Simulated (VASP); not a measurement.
# Mg4Be5Zn3S12 (P1) in VASP: a series of runs

Runs on Mg4Be5Zn3S12. Level: PBE. Tasks: single point, relaxation of cell and atoms.

Everything below comes from runs of VASP 6.6.1. Logs are shortened: lines on timing, memory, paths and dates and some standing lists are left out, and cuts for length are marked.

**1. The cell of the first run**

The typed cell holds 24 atoms: a = 6.428 Å, b = 8.906 Å, c = 9.003 Å, α = 77.80°, β = 68.64°, γ = 68.41°.

**2. Single point, PBE**

Contents of INCAR:

```
SYSTEM = Mg4Be5Zn3S12
PREC     = Accurate       ! precision mode
ENCUT    = 520            ! plane-wave cutoff, eV
EDIFF    = 1E-6           ! SCF threshold, eV
ISMEAR   = 0              ! smearing method
SIGMA    = 0.1            ! smearing width, eV
LREAL    = Auto         
LASPH    = .TRUE.         ! aspherical terms in the spheres
NELM     = 80             ! most SCF steps
ALGO     = Normal         ! electronic algorithm
ISIF     = 2              ! what is computed and relaxed
LWAVE    = .FALSE.        ! write WAVECAR
LCHARG   = .TRUE.         ! write CHGCAR
GGA      = PE             ! functional
LELF     = .TRUE.         ! ELF
LVHAR    = .TRUE.       
NBANDS   = 81             ! bands
ISYM     = 0
```

Contents of KPOINTS:

```
regular mesh
0
G
  3 2 2
  0 0 0
```

Contents of POSCAR:

```
Mg4Be5Zn3S12
1.0
    5.5666222472      3.2135293401      0.0338914038
    0.0179822545      6.4593102658      6.1315321342
    5.6416818330     -3.2801385926      6.2021576272
Be Mg S Zn
5 4 12 3
Direct
    0.1666816002      0.5068184189      0.4865958421
    0.1612001448      0.8456544522      0.1821091765
    0.6735431422      0.6744344936      0.3290027557
    0.6564966862      0.9946208828      0.0179455736
    0.0879906587      0.2514474318      0.2473251590
    0.6809529346      0.3260208095      0.6491316299
    0.0733229364      0.5923062493      0.9245089145
    0.5676359826      0.4193586905      0.1012353682
    0.5830927077      0.7566614978      0.7509782230
    0.9874013370      0.3422373314      0.0418216911
    0.0041193971      0.6702094107      0.6660579543
    0.9856509754      0.0365745728      0.3439499469
    0.4911765956      0.5135104521      0.8525877942
    0.4949794581      0.8450492460      0.5039498721
    0.4585811028      0.1758015624      0.1819902171
    0.9217348221      0.4511235611      0.4058487264
    0.8838754592      0.7921309901      0.1260900929
    0.8819148108      0.0788065446      0.7949523850
    0.3816283770      0.6291815875      0.2874741481
    0.3968120952      0.9317425056      0.9693588632
    0.3614311598      0.2822629375      0.5924457732
    0.1604767134      0.1608802591      0.8446284149
    0.0870157716      0.9122121786      0.5776323130
    0.5783574001      0.0861535664      0.4075852619
```

Potentials or basis: VASP PAW PBE potentials, release 64 (Be, Mg, S, Zn).

Started as:

```
> cat potpaw_PBE.64/Be/POTCAR potpaw_PBE.64/Mg/POTCAR potpaw_PBE.64/S/POTCAR potpaw_PBE.64/Zn/POTCAR > POTCAR
> mpirun -np 1 vasp_std > vasp.out
```

OUTCAR:

```text
SYSTEM = Mg4Be5Zn3S12
   PREC = Accurate
   ENCUT = 520
   EDIFF = 1E-6
   ISMEAR = 0
   LREAL = Auto
   LASPH = .TRUE.
   NELM = 80
   ISIF = 2
   GGA = PE
   ISYM = 0

 ion  position               nearest neighbor table
   1  0.167  0.507  0.487-  11 2.11  21 2.17  19 2.19  16 2.19
   2  0.161  0.846  0.182-  20 2.16  12 2.17  19 2.20  17 2.25
   3  0.674  0.674  0.329-  14 2.13  17 2.17  16 2.21  19 2.23
   4  0.656  0.995  0.018-  15 2.13  20 2.15  17 2.17  18 2.18
   5  0.088  0.251  0.247-  10 2.09  15 2.11  12 2.16  16 2.21
   6  0.681  0.326  0.649-  13 2.41  21 2.46  18 2.48  16 2.49
[... 16 lines left out ...]
  23  0.087  0.912  0.578-  11 2.32  14 2.33  12 2.36  18 2.38
  24  0.578  0.086  0.408-  15 2.31  14 2.32  21 2.35  12 2.35

IMPORTANT INFORMATION: All symmetrisations will be switched off!
NOSYMM: (Re-)initialisation of all symmetry stuff for point group C_1.

----------------------------------------------------------------------------------------

                                     Primitive cell

  volume of cell :     444.5330

  direct lattice vectors                    reciprocal lattice vectors
     5.566622247  3.213529340  0.033891404     0.135364378  0.077565947 -0.082109441
     0.017982254  6.459310266  6.131532134    -0.045085479  0.077235802  0.081858942
     5.641681833 -3.280138593  6.202157627     0.043832387 -0.076780154  0.080756102

  length of vectors
     6.427690308  8.906104580  9.003035173     0.176300741  0.121239250  0.119741464

  position of ions in fractional coordinates (direct lattice)
     0.166681600  0.506818419  0.486595842
     0.161200145  0.845654452  0.182109176
     0.673543142  0.674434494  0.329002756
     0.656496686  0.994620883  0.017945574
     0.087990659  0.251447432  0.247325159
     0.680952935  0.326020810  0.649131630
[... 16 lines left out ...]
     0.087015772  0.912212179  0.577632313
     0.578357400  0.086153566  0.407585262

  ion indices of the primitive-cell ions
   primitive index   ion index
                 1           1
                 2           2
                 3           3
                 4           4
                 5           5
                 6           6
[... 16 lines left out ...]
                23          23
                24          24

----------------------------------------------------------------------------------------

 KPOINTS: regular mesh

Automatic generation of k-mesh.
 Grid dimensions read from file:
 generate k-points for:    3    2    2

 Generating k-lattice:

  Cartesian coordinates                     Fractional coordinates (reciprocal lattice)
     0.045121459  0.025855316 -0.027369814     0.333333333  0.000000000  0.000000000
    -0.022542739  0.038617901  0.040929471     0.000000000  0.500000000  0.000000000
     0.021916193 -0.038390077  0.040378051     0.000000000  0.000000000  0.500000000

  Length of vectors
     0.058766914  0.060619625  0.059870732

  Shift w.r.t. Gamma in fractional coordinates (k-lattice)
     0.000000000  0.000000000  0.000000000

 Subroutine IBZKPT returns following result:
 ===========================================

 Found      8 irreducible k-points:

 Following reciprocal coordinates:
            Coordinates               Weight
  0.000000  0.000000  0.000000      1.000000
  0.333333 -0.000000 -0.000000      2.000000
  0.000000  0.500000  0.000000      1.000000
  0.333333  0.500000  0.000000      2.000000
  0.000000  0.000000  0.500000      1.000000
  0.333333 -0.000000  0.500000      2.000000
  0.000000  0.500000  0.500000      1.000000
  0.333333  0.500000  0.500000      2.000000
   k-points           NKPTS =      8   k-points in BZ     NKDIM =      8   number of bands    NBANDS=     81
   number of dos      NEDOS =    301   number of ions     NIONS =     24
   total plane-waves  NPLWV = 235200
   dimension x,y,z NGX =    48 NGY =   70 NGZ =   70
   dimension x,y,z NGXF=    96 NGYF=  140 NGZF=  140
   ions per type =               5   4  12   3
   NGX,Y,Z   is equivalent  to a cutoff of  12.41, 13.07, 12.93 a.u.
   NGXF,Y,Z  is equivalent  to a cutoff of  24.83, 26.13, 25.85 a.u.
 SYSTEM =  Mg4Be5Zn3S12
   PREC   = accura    normal or accurate (medium, high low for compatibility)
   ISTART =      0    job   : 0-new  1-cont  2-samecut
   ICHARG =      2    charge: 1-file 2-atom 10-const
   ISPIN  =      1    spin polarized calculation?
   LNONCOLLINEAR =      F non collinear calculations
   LSORBIT =      F    spin-orbit coupling
   LASPH  =      T    aspherical Exc in radial PAW
   ENCUT  =  520.0 eV  38.22 Ry    6.18 a.u.  11.95 16.56 16.74*2*pi/ulx,y,z
   NELM   =     80;   NELMIN=  2; NELMDL= -5     # of ELM steps
   EDIFF  = 0.1E-05   stopping-criterion for ELM
   LREAL  =      T    real-space projection
   EDIFFG = 0.1E-04   stopping-criterion for IOM
   NSW    =      0    number of steps for IOM
   IBRION =     -1    ionic relax: 0-MD 1-quasi-New 2-CG
   NFREE  =      0    steps in history (QN), initial steepest desc. (CG)
   ISIF   =      2    stress and relaxation
   ISYM   =      0    0-nonsym 1-usesym 2-fastsym
   POTIM  = 0.5000    time-step for ionic-motion
   TEBEG  =    0.0;   TEEND  =   0.0 temperature during run
   PSTRESS=    0.0 pullay stress
   NELECT =     126.0000    total number of electrons
   NUPDOWN=      -1.0000    fix difference up-down
   EMIN   =  10.00;   EMAX   =-10.00  energy-range for DOS
   EFERMI =   0.00;   METHOD = LEGACY
   ISMEAR =     0;   SIGMA  =   0.10  broadening in eV -4-tet -1-fermi 0-gaus
   EFERMI_NEDOS =   21; number of points for ismear=-14 and -15
   IALGO  =     38    algorithm
   IMIX   =      4    mixing-type and parameters
     AMIX     =   0.40;   BMIX     =  1.00
     AMIX_MAG =   1.60;   BMIX_MAG =  1.00
  volume/ion in A,a.u.               =      18.52       124.99
  Fermi-wavevector in a.u.,A,eV,Ry     =   1.075384  2.032182 15.734475  1.156451
  Thomas-Fermi vector in A             =   2.211239
   LORBIT       =      0    0 simple, 1 ext, 2 COOP (PROOUT), +10 PAW based schemes
   GGA     = PE    functional components
   LHFCALC =     F    Hartree Fock is set to
   AEXX    =    0.0000 exact exchange contribution
   IVDW    =     0    specifies the selected vdW correction
   LEPSILON=     F    determine dielectric tensor
   LRPA    =     F    only Hartree local field effects (RPA)
 non-spin polarized calculation
 Gauss-broadening in eV      SIGMA  =   0.10
  energy-cutoff  :      520.00
  volume of cell :      444.53
 maximum number of plane-waves:     11990
 NGX is ok and might be reduce to    48
   NGX = 23   NGY = 33   NGZ = 33

 number of electron     125.9999989 magnetization

 Free energy of the ion-electron system (eV)
  ---------------------------------------------------
  ext. energy  EPLUGINS =         0.00000000
  ---------------------------------------------------
  free energy    TOTEN  =      -103.08481155 eV

  energy without entropy =     -103.08481155  energy(sigma->0) =     -103.08481155

 E-fermi :   2.8996     XC(G=0):  -9.1691

 val. band max:        2.4653895575   @ k =   0.0000   0.0000   0.0000
 cond. band min:       5.8069360948   @ k =   0.0000   0.0000   0.0000
 fundamental gap:      3.3415465373
 Fermi energy:         2.8996110609

 k-point     1 :       0.0000    0.0000    0.0000
  band No.  band energies     occupation
      1     -10.3024      2.00000
      2      -9.5026      2.00000
      3      -9.3835      2.00000
      4      -9.3574      2.00000
      5      -9.2602      2.00000
      6      -9.1214      2.00000
[... 67 lines left out ...]
     74       7.9824      0.00000
     75       8.1613      0.00000

 k-point     2 :       0.3333   -0.0000   -0.0000
  band No.  band energies     occupation
      1     -10.0606      2.00000
      2      -9.5367      2.00000
      3      -9.4697      2.00000
      4      -9.4140      2.00000
      5      -9.2437      2.00000
      6      -9.1709      2.00000
[... 67 lines left out ...]
     74       7.9385      0.00000
     75       8.0312      0.00000

 k-point     3 :       0.0000    0.5000    0.0000
  band No.  band energies     occupation
      1     -10.1334      2.00000
      2      -9.9034      2.00000
      3      -9.3865      2.00000
      4      -9.2905      2.00000
      5      -9.1881      2.00000
      6      -9.1243      2.00000
[... 67 lines left out ...]
     74       8.0148      0.00000
     75       8.1088      0.00000

 k-point     4 :       0.3333    0.5000    0.0000
  band No.  band energies     occupation
      1      -9.9863      2.00000
      2      -9.6651      2.00000
      3      -9.5113      2.00000
      4      -9.4132      2.00000
      5      -9.2729      2.00000
      6      -9.1169      2.00000
[... 67 lines left out ...]
     74       7.9624      0.00000
     75       8.0369      0.00000

 k-point     5 :       0.0000    0.0000    0.5000
  band No.  band energies     occupation
      1     -10.1615      2.00000
      2      -9.8646      2.00000
      3      -9.3830      2.00000
      4      -9.2793      2.00000
      5      -9.1800      2.00000
      6      -9.1500      2.00000
[... 67 lines left out ...]
     74       7.9952      0.00000
     75       8.0526      0.00000

 k-point     6 :       0.3333   -0.0000    0.5000
  band No.  band energies     occupation
      1      -9.9988      2.00000
      2      -9.6296      2.00000
      3      -9.5262      2.00000
      4      -9.3915      2.00000
      5      -9.2979      2.00000
      6      -9.1414      2.00000
[... 67 lines left out ...]
     74       7.8928      0.00000
     75       8.0783      0.00000

 k-point     7 :       0.0000    0.5000    0.5000
  band No.  band energies     occupation
      1     -10.0256      2.00000
      2      -9.7988      2.00000
      3      -9.7038      2.00000
      4      -9.4863      2.00000
      5      -9.2230      2.00000
      6      -9.0051      2.00000
[... 67 lines left out ...]
     74       8.0261      0.00000
     75       8.1781      0.00000

 k-point     8 :       0.3333    0.5000    0.5000
  band No.  band energies     occupation
      1      -9.9540      2.00000
      2      -9.6324      2.00000
      3      -9.5570      2.00000
      4      -9.4804      2.00000
      5      -9.2779      2.00000
      6      -9.1508      2.00000
[... 67 lines left out ...]
     74       8.0101      0.00000
     75       8.1160      0.00000
 [bands above 75 left out]

------------------------ aborting loop because EDIFF is reached ----------------------------------------

  FORCE on cell =-STRESS in cart. coord.  units (eV):
  Direction    XX          YY          ZZ          XY          YZ          ZX
  --------------------------------------------------------------------------------------
  -------------------------------------------------------------------------------------
  Total        0.0161305      0.0590675     -0.0928718     -0.0441651     -0.0078793     -0.0329197
  in kB        0.0581374      0.2128898     -0.3347268     -0.1591791     -0.0283983     -0.1186484
  external PRESSURE =      -0.0212332 kB  Pullay stress =       0.0000000 kB

 VOLUME and BASIS-vectors are now :
 -----------------------------------------------------------------------------
  energy-cutoff  :      520.00
  volume of cell :      444.53
      direct lattice vectors                 reciprocal lattice vectors
     5.566622247  3.213529340  0.033891404     0.135364378  0.077565947 -0.082109441
     0.017982254  6.459310266  6.131532134    -0.045085479  0.077235802  0.081858942
     5.641681833 -3.280138593  6.202157627     0.043832387 -0.076780154  0.080756102

 POSITION                                       TOTAL-FORCE (eV/Angst)
 -----------------------------------------------------------------------------------
      3.68219      2.21323      6.13117        -0.001894      0.007112      0.004550
      1.93995      5.38302      6.32009        -0.018641     -0.008469     -0.013277
      5.61762      5.44166      6.19867        -0.016257     -0.008121      0.004859
      3.77360      8.47537      6.23210        -0.007242     -0.001163      0.008106
      1.88966      1.09568      3.07869         0.008326      0.011564     -0.005088
      7.45866      2.16489      6.04810        -0.001378      0.005795     -0.011728
[... 16 lines left out ...]
      3.75961      4.27718      9.17877        -0.005294      0.000757      0.012111
      5.52051      1.07812      3.07576         0.005704     -0.001080      0.014033
 -----------------------------------------------------------------------------------
    total drift:                                0.003429     -0.003251     -0.004776

  FREE ENERGIE OF THE ION-ELECTRON SYSTEM (eV)
  ---------------------------------------------------
  free  energy   TOTEN  =      -103.0848115545 eV

  energy  without entropy=     -103.0848115544  energy(sigma->0) =     -103.08481155
```

Wall time 5.2 min (1 thread of Intel Xeon 6975P-C (Granite Rapids), shared host); peak memory 0.6 GiB.

What came out:

```yaml
Free_energy: -103.0848 eV
Pressure: 0.0 GPa
Largest_force: 0.041 eV/Å
Band_gap_on_the_k_mesh: 3.34 eV
```

Forces on the atoms (eV/Å):
```
Be  -0.002  0.007  0.005
Be  -0.019 -0.008 -0.013
Be  -0.016 -0.008  0.005
Be  -0.007 -0.001  0.008
Be   0.008  0.012 -0.005
Mg  -0.001  0.006 -0.012
Mg   0.007 -0.003 -0.008
Mg   0.001  0.003 -0.005
Mg   0.006 -0.009  0.004
S   -0.023  0.010  0.032
S    0.006 -0.019 -0.004
S   -0.001 -0.003  0.000
S   -0.001 -0.006 -0.003
S    0.017 -0.006 -0.007
S   -0.012  0.013 -0.007
S    0.007 -0.017 -0.007
S    0.016  0.002 -0.004
S   -0.018  0.012  0.006
S    0.010  0.001 -0.005
S    0.013  0.006 -0.015
S    0.009  0.002  0.010
Zn  -0.002  0.005  0.000
Zn  -0.005  0.001  0.012
Zn   0.006 -0.001  0.014
```

A k mesh can miss the band edges.

(Part 1 of 2 ends here.)
